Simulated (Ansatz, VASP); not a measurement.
**Two plane-wave programs on MgO**

```xyz
2
Lattice="2.8290 0.0000 0.0000 0.0000 2.8290 0.0000 0.0000 0.0000 5.0818" Properties=species:S:1:pos:R:3 pbc="T T T"
Mg    1.4145    1.4145    0.0000
O     0.0000    0.0000    0.0000
```

Alike in both runs: functional PBE; k mesh 10 × 10 × 6; occupations gaussian, width 0.02 eV; no spin polarisation.

Ansatz relaxed the structure, and its values are those at the end. VASP's run is a single point on that final structure, the one shown.

|  | VASP | Ansatz |
| --- | --- | --- |
| version | VASP 6.6.1 | Ansatz 0.2.0 |
| potentials or method | VASP PAW PBE potentials, release 64 (Mg, O), cutoff 520 eV | scalar-relativistic, plane waves, PAW |
| valence electrons in the cell | 8 | 16 |

Ansatz gave:

- gap on the k mesh at the Fermi level (eV): 2.28
- least direct gap on the mesh (eV): 2.52
- pressure (GPa): 0.0

**Question.** Which values does VASP return?

**Answer.** gap on the k mesh at the Fermi level (eV): 2.27; least direct gap on the mesh (eV): 2.51; pressure (GPa): -0.2.

VASP's potentials hold 8 valence electrons a cell and Ansatz's 16, so a difference there can come from the potentials and not from the codes.
